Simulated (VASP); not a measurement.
Wanted: the native input for a VASP 6.6.1 run.

- Task: single point
- Functional: PBE
- Potentials or basis: VASP PAW PBE potentials, release 64 (Se, Pt)
- Cutoff: 520 eV
- k mesh: 12 × 12 × 1
- Occupations: gaussian, width 0.01 eV
- Spin: no spin polarisation
- Dipole correction: yes
- Further INCAR settings: ALGO = Normal; EDIFF = 1e-06; NBANDS = 43

The structure of PtSe2 lies in POSCAR:

```
PtSe2
1.0
    3.7270000000      0.0000000000      0.0000000000
   -1.8635000000      3.2276766799      0.0000000000
    0.0000000000      0.0000000000     30.7800000000
Se Pt
6 3
Direct
    0.6666666667      0.3333333333      0.2923976608
    0.3333333333      0.6666666667      0.3775178687
    0.6666666667      0.3333333333      0.4574398960
    0.3333333333      0.6666666667      0.5425601040
    0.6666666667      0.3333333333      0.6224821313
    0.3333333333      0.6666666667      0.7076023392
    0.0000000000      0.0000000000      0.3349577648
    0.0000000000      0.0000000000      0.5000000000
    0.0000000000      0.0000000000      0.6650422352
```

One way to write it, as run:

INCAR

```
ALGO = Normal
DIPOL = 0.5 0.5 0.500
EDIFF = 1E-6
ENCUT = 520
GGA = PE
IDIPOL = 3
ISIF = 2
ISMEAR = 0
LASPH = T
LCHARG = F
LDIPOL = T
LREAL = F
LWAVE = F
NBANDS = 43
NELM = 60
PREC = Accurate
SIGMA = 0.01
```

KPOINTS

```
k-points
0
Gamma
  12 12 1
```

Potentials or basis: VASP PAW PBE potentials, release 64 (Se, Pt).

Command:

```bash
$ cat potpaw_PBE.64/Se/POTCAR potpaw_PBE.64/Pt/POTCAR > POTCAR
$ mpirun -np 1 vasp_std > vasp.out
```

It gave:

```
Largest force          : 0.233 eV/Å
Band gap on the k mesh : 0.06 eV, indirect (least direct gap 0.71 eV)
```

Caveat: spin-orbit coupling is left out, which moves the levels of the heavy elements.

Wall time 8.6 min on 1 thread of Intel(R) Xeon(R) Platinum 8259CL CPU @ 2.50GHz (Skylake/Cascade Lake), on a shared host, peak memory 0.58 GiB.
